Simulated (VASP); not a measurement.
# Au (Im-3m) in VASP: notebook

Runs on Au. Level: LDA. Tasks: single point, relaxation of cell and atoms.

Everything below comes from runs of VASP 6.6.1. Logs are shortened: lines on timing, memory, paths and dates and some standing lists are left out, and cuts for length are marked.

## Step 1: The cell of the first run

The structure is cubic, space group Im-3m (No. 229). The conventional cell has a = 3.194 Å, b = 3.194 Å, c = 3.194 Å, α = 90.00°, β = 90.00°, γ = 90.00°. Au (site symmetry m-3m) has 14 Au at 2.77 to 3.19 Å within 3.6 Å.

This isn't the form of Au at room conditions, which is fcc.

## Step 2: Single point, LDA (16.29 Å³/atom)

Contents of INCAR:

```
SYSTEM = Au
PREC = Accurate
ENCUT = 520
EDIFF = 1E-7
ISMEAR = -1
SIGMA = 0.15
LREAL = .FALSE.
LASPH = .TRUE.
NELM = 100
ALGO = Normal
ISIF = 2
LWAVE = .FALSE.
LCHARG = .TRUE.
LELF = .TRUE.
LVHAR = .TRUE.
NBANDS = 12
```

Contents of KPOINTS:

```
regular mesh
0
G
  20 20 20
  0 0 0
```

Contents of POSCAR:

```
Au
1.0
   -1.5967915146      1.5967915146      1.5967915146
    1.5967915146     -1.5967915146      1.5967915146
    1.5967915146      1.5967915146     -1.5967915146
Au
1
Direct
    0.0000000000      0.0000000000      0.0000000000
```

Potentials or basis: VASP PAW LDA potentials, release 64 (Au).

The run is started by

```sh
> cat potpaw_LDA.64/Au/POTCAR > POTCAR
> mpirun -np 1 vasp_std > vasp.out
```

OUTCAR:

```text
SYSTEM = Au
   PREC = Accurate
   ENCUT = 520
   EDIFF = 1E-7
   ISMEAR = -1
   LREAL = .FALSE.
   LASPH = .TRUE.
   NELM = 100
   ISIF = 2

 ion  position               nearest neighbor table
   1  0.000  0.000  0.000-

  LATTYP: Found a body centered cubic cell.
 ALAT       =     3.1935830292

  Lattice vectors:

 A1 = (  -1.5967915146,   1.5967915146,   1.5967915146)
 A2 = (   1.5967915146,  -1.5967915146,   1.5967915146)
 A3 = (   1.5967915146,   1.5967915146,  -1.5967915146)

Analysis of symmetry for initial positions (statically):
=====================================================================
 Subroutine PRICEL returns:
 Original cell was already a primitive cell.

 Routine SETGRP: Setting up the symmetry group for a
 body centered cubic supercell.

 Subroutine GETGRP returns: Found 48 space group operations
 (whereof 48 operations were pure point group operations)
 out of a pool of 48 trial point group operations.

The static configuration has the point symmetry O_h .

Analysis of symmetry for dynamics (positions and initial velocities):
=====================================================================
 Subroutine PRICEL returns:
 Original cell was already a primitive cell.

 Routine SETGRP: Setting up the symmetry group for a
 body centered cubic supercell.

 Subroutine GETGRP returns: Found 48 space group operations
 (whereof 48 operations were pure point group operations)
 out of a pool of 48 trial point group operations.

The dynamic configuration has the point symmetry O_h .

 Subroutine INISYM returns: Found 48 space group operations
 (whereof 48 operations are pure point group operations),
 and found     1 'primitive' translations

----------------------------------------------------------------------------------------

                                     Primitive cell

  volume of cell :      16.2856

  direct lattice vectors                    reciprocal lattice vectors
    -1.596791515  1.596791515  1.596791515     0.000000000  0.313127916  0.313127916
     1.596791515 -1.596791515  1.596791515     0.313127916  0.000000000  0.313127916
     1.596791515  1.596791515 -1.596791515     0.313127916  0.313127916  0.000000000

  length of vectors
     2.765724032  2.765724032  2.765724032     0.442829746  0.442829746  0.442829746

  position of ions in fractional coordinates (direct lattice)
     0.000000000  0.000000000  0.000000000

[... 81 lines left out ...]
   ISIF   =      2    stress and relaxation
   ISYM   =      2    0-nonsym 1-usesym 2-fastsym
   POTIM  = 0.5000    time-step for ionic-motion
   TEBEG  =    0.0;   TEEND  =   0.0 temperature during run
   PSTRESS=    0.0 pullay stress
   NELECT =      11.0000    total number of electrons
   NUPDOWN=      -1.0000    fix difference up-down
   EMIN   =  10.00;   EMAX   =-10.00  energy-range for DOS
   EFERMI =   0.00;   METHOD = LEGACY
   ISMEAR =    -1;   SIGMA  =   0.15  broadening in eV -4-tet -1-fermi 0-gaus
   EFERMI_NEDOS =   21; number of points for ismear=-14 and -15
   IALGO  =     38    algorithm
   IMIX   =      4    mixing-type and parameters
     AMIX     =   0.40;   BMIX     =  1.00
     AMIX_MAG =   1.60;   BMIX_MAG =  1.00
  volume/ion in A,a.u.               =      16.29       109.90
  Fermi-wavevector in a.u.,A,eV,Ry     =   1.436385  2.714374 28.071564  2.063202
  Thomas-Fermi vector in A             =   2.555579
   LORBIT       =      0    0 simple, 1 ext, 2 COOP (PROOUT), +10 PAW based schemes
   GGA     = CA    functional components
   LHFCALC =     F    Hartree Fock is set to
   AEXX    =    0.0000 exact exchange contribution
   IVDW    =     0    specifies the selected vdW correction
   LEPSILON=     F    determine dielectric tensor
   LRPA    =     F    only Hartree local field effects (RPA)
 non-spin polarized calculation
  energy-cutoff  :      520.00
  volume of cell :       16.29
 maximum number of plane-waves:       466
 NGX is ok and might be reduce to    24
   NGX = 11   NGY = 11   NGZ = 11

 number of electron      10.9999999 magnetization

 Free energy of the ion-electron system (eV)
  ---------------------------------------------------
  ext. energy  EPLUGINS =         0.00000000
  ---------------------------------------------------
  free energy    TOTEN  =        -4.42820975 eV

  energy without entropy =       -4.40997190  energy(sigma->0) =       -4.41909083

 E-fermi :  10.0689     XC(G=0): -13.2503

 val. band max:        9.9888914460   @ k =  -0.3000   0.4500   0.1000
 cond. band min:      10.1487467315   @ k =   0.4000   0.1000  -0.0000
 fundamental gap:      0.1598552855
 Fermi energy:        10.0688631102

 k-point     1 :       0.0000    0.0000    0.0000
  band No.  band energies     occupation
      1      -0.3195      2.00000
      2       4.9169      2.00000
      3       4.9169      2.00000
      4       4.9169      2.00000
      5       7.0325      2.00000
      6       7.0325      2.00000
      7      26.5378      0.00000
      8      26.5378      0.00000
      9      26.5378      0.00000
     10      35.1460      0.00000
     11      35.1460      0.00000
     12      35.1460      0.00000
[... 331 lines left out ...]
 k-point    24 :       0.2500    0.1000    0.0000
  band No.  band energies     occupation
      1       2.3694      2.00000
      2       4.1637      2.00000
      3       5.0640      2.00000
      4       6.6315      2.00000
      5       7.2177      2.00000
      6       7.6477      2.00000
      7      20.4427      0.00000
      8      23.8800      0.00000
      9      26.1631      0.00000
     10      29.8081      0.00000
     11      33.0392      0.00000
     12      33.6183      0.00000

 [... further k-points ...]

------------------------ aborting loop because EDIFF is reached ----------------------------------------

  FORCE on cell =-STRESS in cart. coord.  units (eV):
  Direction    XX          YY          ZZ          XY          YZ          ZX
  --------------------------------------------------------------------------------------
  -------------------------------------------------------------------------------------
  Total        0.4707874      0.4707874      0.4707874     -0.0000000     -0.0000000      0.0000000
  in kB       46.3159672     46.3159672     46.3159672     -0.0000000     -0.0000000      0.0000000
  external PRESSURE =      46.3159672 kB  Pullay stress =       0.0000000 kB

 VOLUME and BASIS-vectors are now :
 -----------------------------------------------------------------------------
  energy-cutoff  :      520.00
  volume of cell :       16.29
      direct lattice vectors                 reciprocal lattice vectors
    -1.596791515  1.596791515  1.596791515     0.000000000  0.313127916  0.313127916
     1.596791515 -1.596791515  1.596791515     0.313127916  0.000000000  0.313127916
     1.596791515  1.596791515 -1.596791515     0.313127916  0.313127916  0.000000000

 POSITION                                       TOTAL-FORCE (eV/Angst)
 -----------------------------------------------------------------------------------
      0.00000      0.00000      0.00000         0.000000     -0.000000      0.000000
 -----------------------------------------------------------------------------------
    total drift:                               -0.000000      0.000000     -0.000000

  FREE ENERGIE OF THE ION-ELECTRON SYSTEM (eV)
  ---------------------------------------------------
  free  energy   TOTEN  =        -4.4282097507 eV

  energy  without entropy=       -4.4099719014  energy(sigma->0) =       -4.41909083
```

stdout:

```text
POSCAR found type information on POSCAR Au
 POSCAR found :  1 types and       1 ions
 scaLAPACK will be used
 LDA part: xc-table for (Slater(with rela. corr.)+CA(PZ))
 , standard interpolation
 POSCAR, INCAR and KPOINTS ok, starting setup
 FFT: planning ... GRIDC
 FFT: planning ... GRID_SOFT
 FFT: planning ... GRID
 WAVECAR not read
 entering main loop
```

Wall time 25 s (1 thread of Intel Xeon Platinum 8259CL at 2.50GHz (Skylake/Cascade Lake), shared host); peak memory 0.17 GiB.

What came out:

```
Free energy            : -4.4282 eV
Pressure               : 4.6 GPa
Band gap on the k mesh : zero (an odd number of electrons rules out a gap without spin polarisation)
```

Caveat: the cell stands under pressure; spin-orbit coupling is left out, which moves the levels of the heavy elements.

## Step 3: Single point, LDA

This run uses another cell than the first one, of 16.62 Å³/atom.

Contents of INCAR:

```
SYSTEM = Au
  ALGO = Normal
  EDIFF = 1E-6
  ENCUT = 520
  ISIF = 2
  ISMEAR = -1
  LASPH = .TRUE.
  LCHARG = .FALSE.
  LREAL = .FALSE.
  LWAVE = .FALSE.
  NBANDS = 12
  NELM = 100
  PREC = Accurate
  SIGMA = 0.15
```

Contents of KPOINTS:

```
k-points
0
G
  20 20 20
  0 0 0
```

Contents of POSCAR:

```
Au
1.0
   -1.6075809737      1.6075809737      1.6075809737
    1.6075809737     -1.6075809737      1.6075809737
    1.6075809737      1.6075809737     -1.6075809737
Au
1
Direct
    0.0000000000      0.0000000000      0.0000000000
```

Potentials or basis: VASP PAW LDA potentials, release 64 (Au).

The run is started by

```sh
> cat potpaw_LDA.64/Au/POTCAR > POTCAR
> mpirun -np 1 vasp_std > vasp.out
```

Wall time 22 s (1 thread of Intel Xeon Platinum 8259CL at 2.50GHz (Skylake/Cascade Lake), shared host); peak memory 0.17 GiB.

It converged, with:

```yaml
Free_energy: -4.4337 eV
Pressure: 0.5 GPa
Band_gap_on_the_k_mesh: zero (an odd number of electrons rules out a gap without spin polarisation)
```

Levels at points of the mesh, in eV from the Fermi level:
```tsv
k point	band 3	band 4	band 5	band 6	band 7	band 8	band 9	band 10
(0.00, 0.00, 0.00)	-5.03	-5.03	-2.98	-2.98	16.48	16.48	16.48	24.70
(0.50, 0.00, 0.00)	-3.14	-2.76	-1.35	-0.78	3.72	12.35	14.01	22.30
(0.50, 0.50, 0.50)	-1.76	-1.76	-1.76	6.27	6.27	6.27	10.01	16.39
```

Caveat: spin-orbit coupling is left out, which moves the levels of the heavy elements.

## Step 4: Single point, LDA (16.95 Å³/atom)

This run uses another cell than the first one, of 16.95 Å³/atom.

Contents of INCAR:

```
SYSTEM = Au
PREC     = Accurate       ! precision mode
ENCUT    = 520            ! plane-wave cutoff, eV
EDIFF    = 1E-6           ! SCF threshold, eV
ISMEAR   = -1             ! smearing method
SIGMA    = 0.15           ! smearing width, eV
LREAL    = .FALSE.        ! projectors in reciprocal space
LASPH    = .TRUE.         ! aspherical terms in the spheres
NELM     = 80             ! most SCF steps
ALGO     = Normal         ! electronic algorithm
ISIF     = 2              ! what is computed and relaxed
LWAVE    = .FALSE.        ! write WAVECAR
LCHARG   = .TRUE.         ! write CHGCAR
LELF     = .TRUE.         ! ELF
LVHAR    = .TRUE.       
NBANDS   = 12             ! bands
```

Contents of KPOINTS:

```
Automatic mesh
0
G
  20 20 20
  0 0 0
```

Contents of POSCAR:

```
Au
1.0
   -1.6182275156      1.6182275156      1.6182275156
    1.6182275156     -1.6182275156      1.6182275156
    1.6182275156      1.6182275156     -1.6182275156
Au
1
Direct
    0.0000000000      0.0000000000      0.0000000000
```

The run is started by

```sh
> cat potpaw_LDA.64/Au/POTCAR > POTCAR
> mpirun -np 1 vasp_std > vasp.out
```

Wall time 22 s (1 thread of Intel Xeon Platinum 8259CL at 2.50GHz (Skylake/Cascade Lake), shared host); peak memory 0.17 GiB.

Results (log left out):

* Free energy: -4.4312 eV
* Pressure: -3.1 GPa
* Band gap on the k mesh: zero (an odd number of electrons rules out a gap without spin polarisation)

Levels at points of the mesh, in eV from the Fermi level:
| k point | band 2 | band 3 | band 4 | band 5 | band 6 | band 7 | band 8 | band 9 | band 10 | band 11 |
| --- | --- | --- | --- | --- | --- | --- | --- | --- | --- | --- |
| (0.00, 0.00, 0.00) | -4.92 | -4.92 | -4.92 | -2.93 | -2.93 | 16.48 | 16.48 | 16.48 | 24.33 | 24.33 |
| (0.50, 0.00, 0.00) | -6.02 | -3.08 | -2.72 | -1.36 | -0.69 | 3.60 | 12.35 | 13.87 | 22.00 | 22.35 |
| (0.50, 0.50, 0.50) | -6.89 | -1.76 | -1.76 | -1.76 | 6.25 | 6.25 | 6.25 | 9.77 | 16.16 | 16.16 |

Caveat: the cell stands under tension; spin-orbit coupling is left out, which moves the levels of the heavy elements.

## Step 5: Relaxation of cell and atoms, LDA

This run uses another cell than the first one, of 16.60 Å³/atom.

Contents of INCAR:

```
  PREC = Accurate
  ENCUT = 600
  EDIFF = 1E-7
  ISMEAR = -1
  SIGMA = 0.15
  LREAL = False
  LASPH = True
  NELM = 80
  ALGO = Normal
  ISIF = 3
  LWAVE = False
  LCHARG = False
  IBRION = 2
  NSW = 80
  EDIFFG = -0.001
```

Contents of KPOINTS:

```
Automatic mesh
0
Gamma
  20 20 20
```

Contents of POSCAR:

```
Au
1.0
   -1.6070764190      1.6070764190      1.6070764190
    1.6070764190     -1.6070764190      1.6070764190
    1.6070764190      1.6070764190     -1.6070764190
Au
1
Direct
    0.0000000000      0.0000000000      0.0000000000
```

The run is started by

```sh
> cat potpaw_LDA.64/Au/POTCAR > POTCAR
> mpirun -np 1 vasp_std > vasp.out
```

It took 86 s on 1 thread of Intel Xeon Platinum 8259CL at 2.50GHz (Skylake/Cascade Lake), shared host; peak memory 0.18 GiB.

Results (log left out):

```yaml
Free_energy: -4.4338 eV
Relaxed_volume: 16.67 Å³/atom
Relaxed_cell: a = 2.787 Å, b = 2.787 Å, c = 2.787 Å, α = 109.47°, β = 109.47°, γ = 109.47°
Space_group_after_relaxing_to_0.1_Å: Im-3m (No. 229)
Energy_gained_by_relaxing: 0.2 meV/atom
Ionic_steps: 15
Pressure_after_relaxing: 0.0 GPa
Band_gap_on_the_k_mesh: zero (an odd number of electrons rules out a gap without spin polarisation)
```

The path:
```
step  energy change (eV)  largest force (eV/Å)  pressure (GPa)  volume (Å³)
   1              0.0000                0.0000            0.77        16.60
   2              0.0004                0.0000           -1.41        16.80
   3             -0.0002                0.0000           -0.02        16.67
   4             -0.0002                0.0000            0.02        16.67
   5             -0.0002                0.0000            0.02        16.67
   6             -0.0002                0.0000            0.02        16.67
   7             -0.0002                0.0000            0.02        16.67
   8             -0.0002                0.0000            0.01        16.67
   9             -0.0002                0.0000            0.02        16.67
  10             -0.0002                0.0000            0.02        16.67
  11             -0.0002                0.0000            0.02        16.67
  12             -0.0002                0.0000            0.02        16.67
  13             -0.0002                0.0000            0.02        16.67
  14             -0.0002                0.0000            0.02        16.67
  15             -0.0002                0.0000           -0.01        16.67
```

Final structure:
```xyz
1
Lattice="-1.6092 1.6092 1.6092 1.6092 -1.6092 1.6092 1.6092 1.6092 -1.6092" Properties=species:S:1:pos:R:3 pbc="T T T"
Au    0.0000    3.2185    0.0000
```

Levels at points of the mesh, in eV from the Fermi level:
| k point | band 2 | band 3 | band 4 | band 5 | band 6 | band 7 | band 8 | band 9 |
| --- | --- | --- | --- | --- | --- | --- | --- | --- |
| (0.00, 0.00, 0.00) | -5.01 | -5.01 | -5.01 | -2.97 | -2.97 | 16.48 | 16.48 | 16.48 |
| (0.50, 0.00, 0.00) | -6.15 | -3.13 | -2.75 | -1.35 | -0.77 | 3.70 | 12.35 | 13.99 |
| (0.50, 0.50, 0.50) | -7.05 | -1.76 | -1.76 | -1.76 | 6.27 | 6.27 | 6.27 | 9.98 |

Caveat: spin-orbit coupling is left out, which moves the levels of the heavy elements.

## Step 6: Overview

```csv
task,cell,cutoff (eV),gap on the mesh (eV),pressure (GPa)
single point,"a = 2.766 Å, angles 109.5°, 1 atom",520,none,4.6
single point,"a = 2.784 Å, angles 109.5°, 1 atom",520,none,0.5
single point,"a = 2.803 Å, angles 109.5°, 1 atom",520,none,-3.1
relaxation of cell and atoms,"relaxed from a = 2.784 Å, angles 109.5°, 1 atom",600,none,0.0
```

Alike in all rows: level LDA; potentials or basis VASP PAW LDA potentials, release 64 (Au); no spin polarisation; k mesh 20 × 20 × 20; smearing fermi-dirac 0.15 eV.

Caveats: spin-orbit coupling is left out, which moves the levels of the heavy elements; the cell stands under pressure (at least some runs); the cell stands under tension (at least some runs).

Total energies depend on the potentials used, so only differences within one code and one set of settings carry meaning.

The gap in the log of VASP goes by the Fermi energy; the results here count the filled bands.